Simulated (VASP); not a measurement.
C:

```
CELL_PARAMETERS angstrom
1.22803 0.70900 3.34701
-1.22803 0.70900 3.34701
0.00000 -1.41800 3.34701
ATOMIC_POSITIONS crystal
C 0.83600 0.83600 0.83600
C 0.16400 0.16400 0.16400
```

Base run:

```yaml
Program: VASP 6.6.1
Functional: BLYP
Potentials_or_basis: VASP PAW PBE potentials, release 64 (C)
Cutoff: 600 eV
k_mesh: 14 × 14 × 14
Occupations: methfessel-paxton, width 0.05 eV
Spin: no spin polarisation
```

Its results: band gap on the k mesh 0.56 eV, direct; pressure 7.0 GPa; largest force 0.876 eV/Å.

The run is repeated on the same cell with these changes: functional from BLYP to LDA; potentials or basis from VASP PAW PBE potentials, release 64 (C) to VASP PAW LDA potentials, release 64 (C). What comes out?

Band gap on the k mesh 0.54 eV, direct; pressure -3.8 GPa; largest force 0.906 eV/Å.

Caveats: the PAW data sets were made with another functional, which shifts forces and pressure a little (some runs).

A k mesh can miss the band edges.
